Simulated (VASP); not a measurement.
## AlN: single point with PBEsol

AlN:

```
Al N
1.0
     3.26200    0.00000    0.00000
    -1.63100    2.82497    0.00000
     0.00000    0.00000    4.14122
Al N
2 2
Direct
  0.33333 0.66667 0.75000
  0.66667 0.33333 0.25000
  0.33333 0.66667 0.25000
  0.66667 0.33333 0.75000
```

```json
{
  "Program": "VASP 6.6.1",
  "Task": "single point",
  "Functional": "PBEsol",
  "Potentials or basis": "VASP PAW PBE potentials, release 64 (Al, N)",
  "Cutoff": "520 eV",
  "k mesh": "9 × 9 × 6",
  "Occupations": "gaussian, width 0.05 eV",
  "Spin": "no spin polarisation"
}
```

```json
{
  "Pressure": "5.8 GPa",
  "Band gap on the k mesh": "3.49 eV, direct"
}
```

Stress tensor (GPa, compression positive):
```
7.04 0.00 0.00
0.00 7.04 0.00
0.00 0.00 3.23
```

Levels at points of the mesh, in eV from the valence-band top:
| k point | band 4 | band 5 | band 6 | band 7 | band 8 | band 9 | band 10 | band 11 | band 12 | band 13 |
| --- | --- | --- | --- | --- | --- | --- | --- | --- | --- | --- |
| (0.00, 0.00, 0.00) | -3.41 | -3.41 | -1.72 | -1.72 | 0.00 | 3.49 | 4.68 | 8.37 | 8.37 | 11.48 |
| (0.00, 0.00, 0.50) | -3.82 | -2.61 | -2.61 | -2.61 | -2.61 | 5.82 | 5.82 | 8.53 | 8.53 | 8.53 |

It took 17 s on 1 thread of Intel(R) Xeon(R) Platinum 8259CL CPU @ 2.50GHz (Skylake/Cascade Lake) (shared host), peak memory 0.15 GiB.

Caveat: the PAW data sets were made with another functional, which shifts forces and pressure a little. A k mesh can miss the band edges.
